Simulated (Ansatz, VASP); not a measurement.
## MgO: VASP beside Ansatz

The input INCAR:

```
SYSTEM = MgO
PREC = Accurate
ENCUT = 600
EDIFF = 1E-7
ISMEAR = 0
SIGMA = 0.1
LREAL = .FALSE.
LASPH = .TRUE.
NELM = 120
ALGO = Normal
ISIF = 3
LWAVE = .FALSE.
LCHARG = .FALSE.
GGA = PE
IBRION = 2
NSW = 90
EDIFFG = -0.04
GGA_COMPAT = .FALSE.
NELMIN = 4
```

File KPOINTS:

```
Automatic mesh
0
G
  6 6 4
  0 0 0
```

POSCAR

```
MgO
1.0
    3.1044380200      0.0000000000      0.0000000000
   -1.5522190100      2.6885221900      0.0000000000
    0.0000000000      0.0000000000      5.1148398800
Mg O
2 2
Direct
    0.0000000000      0.0000000000      0.0000000000
    0.0000000000      0.0000000000      0.5000000000
    0.3333333300      0.6666666700      0.7500000000
    0.6666666700      0.3333333300      0.2500000000
```

Input for Ansatz:

```yaml
crystal:
  lattice:
    - [3.10443802, 0.0, 0.0]
    - [-1.55221901, 2.68852219, 0.0]
    - [0.0, 0.0, 5.11483988]
  atoms:
    - { symbol: Mg, position: [0.0, 0.0, 0.0] }
    - { symbol: Mg, position: [0.0, 0.0, 0.5] }
    - { symbol: O, position: [0.33333333, 0.66666667, 0.75] }
    - { symbol: O, position: [0.66666667, 0.33333333, 0.25] }
basis:
  ecutwfc: 420
kpoints:
  mp_grid: { grid: [6, 6, 4] }
hamiltonian:
  xc: pbe
scf:
  occupations: { method: gaussian, width: 0.1 }
  lower_state_search: "off"
output:
  forces: true
  stress: true
  eigenvalues: true
relax:
  adjacent_minimum: "off"
  f_tol: 0.04
  max_steps: 70
  cell: { stress_tol: 0.4 }
```

Alike in both runs: task relaxation of cell and atoms; functional PBE; k mesh 6 × 6 × 4; occupations gaussian, width 0.1 eV; no spin polarisation.

```csv
,VASP,Ansatz
version,VASP 6.6.1,Ansatz 0.2.0
potentials or method,"VASP PAW PBE potentials, release 64 (Mg, O), cutoff 600 eV","scalar-relativistic, plane waves, PAW"
valence electrons in the cell,16,32
```

|  | VASP | Ansatz | Ansatz less VASP |
| --- | --- | --- | --- |
| gap on the k mesh at the Fermi level, each at its own relaxed structure (eV) | 4.18 | 4.13 | -0.046 |
| relaxed volume (Å³/atom) | 9.71 | 9.77 | +0.058 |
| relaxed cell length with the largest relative difference (Å) | 5.142 | 5.157 | +0.0148 |

VASP's potentials hold 16 valence electrons a cell and Ansatz's 32, so a difference there can come from the potentials and not from the codes.
